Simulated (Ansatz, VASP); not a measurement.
# Two plane-wave programs on CuI3

```
CELL_PARAMETERS angstrom
5.50123 0.00000 0.00000
0.00000 5.50123 0.00000
0.00000 0.00000 5.50123
ATOMIC_POSITIONS crystal
Cu 0.00000 0.00000 0.00000
I 0.50000 0.00000 0.00000
I 0.00000 0.00000 0.50000
I 0.00000 0.50000 0.00000
```

Alike in both runs: task single point; functional PBE; k mesh 6 × 6 × 6; occupations gaussian, width 0.05 eV; collinear spin; Hubbard terms Cu d U = 4.0 eV.

```csv
,VASP,Ansatz
version,VASP 6.6.1,Ansatz 0.2.0
potentials or method,"VASP PAW PBE potentials, release 64 (Cu, I), cutoff 520 eV","scalar-relativistic, plane waves, PAW"
valence electrons in the cell,32,70
```

```tsv
	VASP	Ansatz	Ansatz less VASP
pressure (GPa)	-0.6	-0.4	+0.15
net moment per atom (μB)	0.00	0.00	0.000
```

The programs project onto different local orbitals, so the same U acts differently, and such runs can settle in different states. VASP's potentials hold 32 valence electrons a cell and Ansatz's 70, so a difference there can come from the potentials and not from the codes. Ansatz's warnings: filled band counts differ across k points, seeded moment not kept.

Neither program's run includes spin-orbit coupling.
